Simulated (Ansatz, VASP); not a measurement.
**One calculation of BN, two programs**

```
CELL_PARAMETERS angstrom
0.00000 3.54131 2.19460
1.26810 0.00000 2.19460
1.26810 3.54131 0.00000
ATOMIC_POSITIONS crystal
N 0.66665 0.66665 0.33335
B 0.00005 0.00005 0.99995
```

Change from the starting cell: volume scaled by 1.04.

Alike in both runs: task single point; functional LDA; k mesh 13 × 13 × 13; occupations fermi-dirac, width 0.05 eV; no spin polarisation.

|  | VASP | Ansatz |
| --- | --- | --- |
| version | VASP 6.6.1 | Ansatz 0.2.0 |
| potentials or method | VASP PAW LDA potentials, release 64 (N, B), cutoff 520 eV | all-electron LAPW, scalar-relativistic |

```tsv
	VASP	Ansatz	Ansatz less VASP
gap on the k mesh at the Fermi level (eV)	3.67	3.68	+0.009
least direct gap on the mesh (eV)	4.41	4.42	+0.006
pressure (GPa)	-12.0	-12.3	-0.27
traceless stress, the component that is largest in VASP (GPa)	10.69	11.11	+0.424
rms of the force components (eV/Å)	0.005	0.005	-0.0001
```

LDA's correlation is that of Perdew and Zunger in VASP and of Perdew and Wang (1992) in Ansatz. Atom by atom the forces differ by 0.000 eV/Å (rms over components). Ansatz ran all-electron here, and VASP with PAW potentials.
